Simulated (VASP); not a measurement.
A run of VASP 6.6.1 is set up as follows.

File INCAR:

```
SYSTEM = CdS
PREC     = Accurate       ! precision mode
ENCUT    = 520            ! plane-wave cutoff, eV
EDIFF    = 1E-7           ! SCF threshold, eV
ISMEAR   = -1             ! smearing method
SIGMA    = 0.02           ! smearing width, eV
LREAL    = .FALSE.        ! projectors in reciprocal space
LASPH    = .TRUE.         ! aspherical terms in the spheres
NELM     = 100            ! most SCF steps
ALGO     = Normal         ! electronic algorithm
ISIF     = 2              ! what is computed and relaxed
LWAVE    = .FALSE.        ! write WAVECAR
LCHARG   = .TRUE.         ! write CHGCAR
GGA      = PS             ! functional
LELF     = .TRUE.         ! ELF
LVHAR    = .TRUE.       
NBANDS   = 16             ! bands
```

File KPOINTS:

```
regular mesh
0
G
  6 6 6
  0 0 0
```

File POSCAR:

```
CdS
1.0
    0.0000000000      2.9124546147      2.9124546147
    2.9124546147      0.0000000000      2.9124546147
    2.9124546147      2.9124546147      0.0000000000
Cd S
1 1
Direct
    0.0000000000      0.0000000000      0.0000000000
    0.2500000000      0.2500000000      0.2500000000
```

Potentials or basis: VASP PAW PBE potentials, release 64 (Cd, S).

The run is started by

```console
$ cat potpaw_PBE.64/Cd/POTCAR potpaw_PBE.64/S/POTCAR > POTCAR
$ mpirun -np 1 vasp_std > vasp.out
```

Estimate the band gap on the k mesh.

1.02 eV, direct.

Estimate the pressure.

0.4 GPa.

Caveat: the PAW data sets were made with another functional, which shifts forces and pressure a little. Expect the measured gap to be larger: semilocal functionals such as PBEsol lack the derivative discontinuity.
